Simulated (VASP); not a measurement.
FeO:

```
CELL_PARAMETERS angstrom
0.00000 2.15540 2.15540
2.15540 0.00000 2.15540
2.15540 2.15540 0.00000
ATOMIC_POSITIONS crystal
Fe 0.00000 0.00000 0.00000
O 0.50000 0.50000 0.50000
```

Base run:

* Program: VASP 6.6.1
* Functional: PBE
* Potentials or basis: VASP PAW PBE potentials, release 64 (Fe_sv, O)
* Cutoff: 600 eV
* k mesh: 10 × 10 × 10
* Occupations: gaussian, width 0.05 eV
* Spin: collinear spin, ferromagnetic start
* Starting moments: [3.83, 0.0] μB
* Hubbard terms: Fe d U = 4.0 eV

Its results: band gap on the k mesh zero (filled and empty bands overlap); pressure -1.5 GPa; net moment 4.00 μB per cell; site moments Fe +3.65; O +0.22 μB.

Question: The run is repeated on the same cell with these changes: potentials or basis from VASP PAW PBE potentials, release 64 (Fe_sv, O) to VASP PAW PBE potentials, release 64 (Fe, O); cutoff from 600 eV to 520 eV; further incar settings from ALGO = Normal; EDIFF = 1e-06; NBANDS = 22 to ALGO = Normal; EDIFF = 1e-07; NBANDS = 18; valence electrons from 22 to 14. What comes out?

Answer: Band gap on the k mesh zero (filled and empty bands overlap); pressure -0.5 GPa; net moment 4.00 μB per cell; site moments Fe +3.81; O +0.21 μB.

Caveats: a cell with one magnetic atom can't hold antiferromagnetic order, which such compounds often take.
